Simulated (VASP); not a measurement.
# ZrB2 (P6/mmm) in VASP: a series of runs

The runs below take ZrB2 through single point, with LDA.

Everything below comes from runs of VASP 6.6.1. Logs are shortened: lines on timing, memory, paths and dates and some standing lists are left out, and cuts for length are marked.

### 1 The cell of the first run

It takes space group P6/mmm (No. 191, hexagonal). Conventional cell: a = 3.100 Å, b = 3.100 Å, c = 3.448 Å, α = 90.00°, β = 90.00°, γ = 120.00°. Zr (site symmetry 6/mmm) has 12 B at 2.49 Å and 6 Zr at 3.10 Å within 3.3 Å. Within 2.4 Å of B (site symmetry -6m2) lie 3 B at 1.79 Å.

### 2 Single point, LDA (volume scaled by 0.94)

Input file INCAR:

```
SYSTEM = ZrB2
PREC     = Accurate       ! precision mode
ENCUT    = 520            ! plane-wave cutoff, eV
EDIFF    = 1E-6           ! SCF threshold, eV
ISMEAR   = -1             ! smearing method
SIGMA    = 0.03           ! smearing width, eV
LREAL    = .FALSE.        ! projectors in reciprocal space
LASPH    = .TRUE.         ! aspherical terms in the spheres
NELM     = 100            ! most SCF steps
ALGO     = Normal         ! electronic algorithm
ISIF     = 2              ! what is computed and relaxed
LWAVE    = .FALSE.        ! write WAVECAR
LCHARG   = .FALSE.        ! write CHGCAR
GGA      = CA             ! functional
NBANDS   = 16             ! bands
```

Input file KPOINTS:

```
Automatic mesh
0
G
  13 13 10
  0 0 0
```

Input file POSCAR:

```
ZrB2
1.0
    3.1003898632      0.0000000000      0.0000000000
   -1.5501949316      2.6850163832      0.0000000000
    0.0000000000      0.0000000000      3.4481431027
Zr B
1 2
Direct
    0.0000000000      0.0000000000      0.0000000000
    0.3333333333      0.6666666667      0.5000000000
    0.6666666667      0.3333333333      0.5000000000
```

Potentials or basis: VASP PAW LDA potentials, release 64 (Zr_sv, B).

Run with:

```console
> cat potpaw_LDA.64/Zr_sv/POTCAR potpaw_LDA.64/B/POTCAR > POTCAR
> mpirun -np 1 vasp_std > vasp.out
```

OUTCAR:

```text
SYSTEM = ZrB2
   PREC = Accurate
   ENCUT = 520
   EDIFF = 1E-6
   ISMEAR = -1
   LREAL = .FALSE.
   LASPH = .TRUE.
   NELM = 100
   ISIF = 2
   GGA = CA

 ion  position               nearest neighbor table
   1  0.000  0.000  0.000-   2 2.49   3 2.49   2 2.49   3 2.49   3 2.49   3 2.49   2 2.49   2 2.49
                             3 2.49   3 2.49   2 2.49   2 2.49
   2  0.333  0.667  0.500-   3 1.79   3 1.79   3 1.79   1 2.49   1 2.49   1 2.49   1 2.49   1 2.49
                             1 2.49
   3  0.667  0.333  0.500-   2 1.79   2 1.79   2 1.79   1 2.49   1 2.49   1 2.49   1 2.49   1 2.49
                             1 2.49

  LATTYP: Found a hexagonal cell.
 ALAT       =     3.1003898632
 C/A-ratio  =     1.1121643583

  Lattice vectors:

 A1 = (   3.1003898632,   0.0000000000,   0.0000000000)
 A2 = (  -1.5501949316,   2.6850163832,   0.0000000000)
 A3 = (   0.0000000000,   0.0000000000,   3.4481431027)

Analysis of symmetry for initial positions (statically):
=====================================================================
 Subroutine PRICEL returns:
 Original cell was already a primitive cell.

 Routine SETGRP: Setting up the symmetry group for a
 hexagonal supercell.

 Subroutine GETGRP returns: Found 24 space group operations
 (whereof 24 operations were pure point group operations)
 out of a pool of 24 trial point group operations.

The static configuration has the point symmetry D_6h.

Analysis of symmetry for dynamics (positions and initial velocities):
=====================================================================
 Subroutine PRICEL returns:
 Original cell was already a primitive cell.

 Routine SETGRP: Setting up the symmetry group for a
 hexagonal supercell.

 Subroutine GETGRP returns: Found 24 space group operations
 (whereof 24 operations were pure point group operations)
 out of a pool of 24 trial point group operations.

The dynamic configuration has the point symmetry D_6h.

 Subroutine INISYM returns: Found 24 space group operations
 (whereof 24 operations are pure point group operations),
 and found     1 'primitive' translations

----------------------------------------------------------------------------------------

                                     Primitive cell

  volume of cell :      28.7044

  direct lattice vectors                    reciprocal lattice vectors
     3.100389863  0.000000000  0.000000000     0.322540082  0.186218603  0.000000000
    -1.550194932  2.685016383  0.000000000     0.000000000  0.372437206  0.000000000
     0.000000000  0.000000000  3.448143103     0.000000000  0.000000000  0.290011165

  length of vectors
     3.100389863  3.100389863  3.448143103     0.372437206  0.372437206  0.290011165

  position of ions in fractional coordinates (direct lattice)
     0.000000000  0.000000000  0.000000000
     0.333333333  0.666666667  0.500000000
     0.666666667  0.333333333  0.500000000

  ion indices of the primitive-cell ions
   primitive index   ion index
                 1           1
                 2           2
                 3           3

----------------------------------------------------------------------------------------

 KPOINTS: Automatic mesh

Automatic generation of k-mesh.
 Grid dimensions read from file:
 generate k-points for:   13   13   10

 Generating k-lattice:

  Cartesian coordinates                     Fractional coordinates (reciprocal lattice)
     0.024810776  0.014324508  0.000000000     0.076923077 -0.000000000  0.000000000
     0.000000000  0.028649016  0.000000000     0.000000000  0.076923077  0.000000000
     0.000000000  0.000000000  0.029001117     0.000000000  0.000000000  0.100000000

  Length of vectors
     0.028649016  0.028649016  0.029001117

  Shift w.r.t. Gamma in fractional coordinates (k-lattice)
     0.000000000  0.000000000  0.000000000

 Subroutine IBZKPT returns following result:
 ===========================================

 Found    126 irreducible k-points:

 Following reciprocal coordinates:
            Coordinates               Weight
  0.000000  0.000000  0.000000      1.000000
  0.076923 -0.000000  0.000000      6.000000
  0.153846 -0.000000  0.000000      6.000000
  0.230769 -0.000000  0.000000      6.000000
  0.307692 -0.000000  0.000000      6.000000
  0.384615 -0.000000  0.000000      6.000000
[... 16 lines left out ...]
  0.076923 -0.000000  0.100000     12.000000
  0.153846 -0.000000  0.100000     12.000000
 [... further k-points ...]
   k-points           NKPTS =    126   k-points in BZ     NKDIM =    126   number of bands    NBANDS=     16
   number of dos      NEDOS =    301   number of ions     NIONS =      3
   total plane-waves  NPLWV =  16128
   dimension x,y,z NGX =    24 NGY =   24 NGZ =   28
   dimension x,y,z NGXF=    48 NGYF=   48 NGZF=   56
   ions per type =               1   2
   NGX,Y,Z   is equivalent  to a cutoff of  12.87, 12.87, 13.50 a.u.
   NGXF,Y,Z  is equivalent  to a cutoff of  25.74, 25.74, 27.00 a.u.
 SYSTEM =  ZrB2
   PREC   = accura    normal or accurate (medium, high low for compatibility)
   ISTART =      0    job   : 0-new  1-cont  2-samecut
   ICHARG =      2    charge: 1-file 2-atom 10-const
   ISPIN  =      1    spin polarized calculation?
   LNONCOLLINEAR =      F non collinear calculations
   LSORBIT =      F    spin-orbit coupling
   LASPH  =      T    aspherical Exc in radial PAW
   ENCUT  =  520.0 eV  38.22 Ry    6.18 a.u.   5.76  5.76  6.41*2*pi/ulx,y,z
   NELM   =    100;   NELMIN=  2; NELMDL= -5     # of ELM steps
   EDIFF  = 0.1E-05   stopping-criterion for ELM
   LREAL  =      F    real-space projection
   EDIFFG = 0.1E-04   stopping-criterion for IOM
   NSW    =      0    number of steps for IOM
   IBRION =     -1    ionic relax: 0-MD 1-quasi-New 2-CG
   NFREE  =      0    steps in history (QN), initial steepest desc. (CG)
   ISIF   =      2    stress and relaxation
   ISYM   =      2    0-nonsym 1-usesym 2-fastsym
   POTIM  = 0.5000    time-step for ionic-motion
   TEBEG  =    0.0;   TEEND  =   0.0 temperature during run
   PSTRESS=    0.0 pullay stress
   NELECT =      18.0000    total number of electrons
   NUPDOWN=      -1.0000    fix difference up-down
   EMIN   =  10.00;   EMAX   =-10.00  energy-range for DOS
   EFERMI =   0.00;   METHOD = LEGACY
   ISMEAR =    -1;   SIGMA  =   0.03  broadening in eV -4-tet -1-fermi 0-gaus
   EFERMI_NEDOS =   21; number of points for ismear=-14 and -15
   IALGO  =     38    algorithm
   IMIX   =      4    mixing-type and parameters
     AMIX     =   0.40;   BMIX     =  1.00
     AMIX_MAG =   1.60;   BMIX_MAG =  1.00
  volume/ion in A,a.u.               =       9.57        64.57
  Fermi-wavevector in a.u.,A,eV,Ry     =   1.401252  2.647982 26.715126  1.963506
  Thomas-Fermi vector in A             =   2.524131
   LORBIT       =      0    0 simple, 1 ext, 2 COOP (PROOUT), +10 PAW based schemes
   GGA     = CA    functional components
   LHFCALC =     F    Hartree Fock is set to
   AEXX    =    0.0000 exact exchange contribution
   IVDW    =     0    specifies the selected vdW correction
   LEPSILON=     F    determine dielectric tensor
   LRPA    =     F    only Hartree local field effects (RPA)
 non-spin polarized calculation
  energy-cutoff  :      520.00
  volume of cell :       28.70
 maximum number of plane-waves:       786
 NGX is ok and might be reduce to    24
   NGX = 11   NGY = 11   NGZ = 13

 number of electron      18.0000000 magnetization

 Free energy of the ion-electron system (eV)
  ---------------------------------------------------
  ext. energy  EPLUGINS =         0.00000000
  ---------------------------------------------------
  free energy    TOTEN  =       -27.45242927 eV

  energy without entropy =      -27.45127675  energy(sigma->0) =      -27.45185301

 E-fermi :  11.3612     XC(G=0): -12.9086

 val. band max:       11.3569902682   @ k =   0.3077   0.1538   0.0000
 cond. band min:      11.3652461575   @ k =   0.0769   0.0769   0.3000
 fundamental gap:      0.0082558893
 Fermi energy:        11.3612272715

 k-point     1 :       0.0000    0.0000    0.0000
  band No.  band energies     occupation
      1     -36.8799      2.00000
      2     -15.2636      2.00000
      3     -14.5893      2.00000
      4     -14.5893      2.00000
      5      -1.6148      2.00000
      6       8.4704      2.00000
[... 8 lines left out ...]
     15      16.6707      0.00000
     16      16.6815      0.00000

 k-point     2 :       0.0769   -0.0000    0.0000
  band No.  band energies     occupation
      1     -36.8710      2.00000
      2     -15.2508      2.00000
      3     -14.6637      2.00000
      4     -14.6052      2.00000
      5      -1.4879      2.00000
      6       8.1327      2.00000
[... 8 lines left out ...]
     15      17.3405      0.00000
     16      17.5477      0.00000

 k-point     3 :       0.1538   -0.0000    0.0000
  band No.  band energies     occupation
      1     -36.8462      2.00000
      2     -15.2152      2.00000
      3     -14.8651      2.00000
      4     -14.6490      2.00000
      5      -1.1229      2.00000
      6       7.3062      2.00000
[... 8 lines left out ...]
     15      18.4308      0.00000
     16      18.5257      0.00000

 k-point     4 :       0.2308   -0.0000    0.0000
  band No.  band energies     occupation
      1     -36.8110      2.00000
      2     -15.1645      2.00000
      3     -15.1384      2.00000
      4     -14.7100      2.00000
      5      -0.5583      2.00000
      6       6.2755      2.00000
[... 8 lines left out ...]
     15      18.6742      0.00000
     16      20.2617      0.00000
[... 324 lines left out ...]
 k-point    22 :       0.0000    0.0000    0.1000
  band No.  band energies     occupation
      1     -36.8772      2.00000
      2     -15.3126      2.00000
      3     -14.5859      2.00000
      4     -14.5859      2.00000
      5      -1.4447      2.00000
      6       7.6750      2.00000
[... 8 lines left out ...]
     15      17.7170      0.00000
     16      17.7170      0.00000

 k-point    23 :       0.0769   -0.0000    0.1000
  band No.  band energies     occupation
      1     -36.8683      2.00000
      2     -15.2994      2.00000
      3     -14.6599      2.00000
      4     -14.6017      2.00000
      5      -1.3226      2.00000
      6       7.7238      2.00000
[... 8 lines left out ...]
     15      17.7281      0.00000
     16      18.0726      0.00000

 k-point    24 :       0.1538   -0.0000    0.1000
  band No.  band energies     occupation
      1     -36.8436      2.00000
      2     -15.2626      2.00000
      3     -14.8601      2.00000
      4     -14.6453      2.00000
      5      -0.9720      2.00000
      6       7.2973      2.00000
[... 8 lines left out ...]
     15      18.4661      0.00000
     16      19.1216      0.00000

 [... further k-points ...]

------------------------ aborting loop because EDIFF is reached ----------------------------------------

  FORCE on cell =-STRESS in cart. coord.  units (eV):
  Direction    XX          YY          ZZ          XY          YZ          ZX
  --------------------------------------------------------------------------------------
  -------------------------------------------------------------------------------------
  Total        1.7077904      1.7077904      1.7504750      0.0000000     -0.0000000     -0.0000000
  in kB       95.3227619     95.3227619     97.7052632      0.0000000     -0.0000000     -0.0000000
  external PRESSURE =      96.1169290 kB  Pullay stress =       0.0000000 kB

 VOLUME and BASIS-vectors are now :
 -----------------------------------------------------------------------------
  energy-cutoff  :      520.00
  volume of cell :       28.70
      direct lattice vectors                 reciprocal lattice vectors
     3.100389863  0.000000000  0.000000000     0.322540082  0.186218603  0.000000000
    -1.550194932  2.685016383  0.000000000     0.000000000  0.372437206  0.000000000
     0.000000000  0.000000000  3.448143103     0.000000000  0.000000000  0.290011165

 POSITION                                       TOTAL-FORCE (eV/Angst)
 -----------------------------------------------------------------------------------
      0.00000      0.00000      0.00000        -0.000000      0.000000      0.000000
     -0.00000      1.79001      1.72407        -0.000000      0.000000      0.000000
      1.55019      0.89501      1.72407         0.000000      0.000000      0.000000
 -----------------------------------------------------------------------------------
    total drift:                               -0.000000      0.000000      0.000000

  FREE ENERGIE OF THE ION-ELECTRON SYSTEM (eV)
  ---------------------------------------------------
  free  energy   TOTEN  =       -27.4524292730 eV

  energy  without entropy=      -27.4512767524  energy(sigma->0) =      -27.45185301
```

It took 60 s on 1 thread of Intel Xeon 8259CL, shared host; peak memory 0.17 GiB.

Results:

| Property | Result |
| --- | --- |
| Free energy | -27.4524 eV |
| Pressure | 9.6 GPa |
| Band gap on the k mesh | zero (band 9 reaches 11.88 eV, above the bottom of band 10 at 10.94 eV) |

(Part 1 of 2 ends here.)
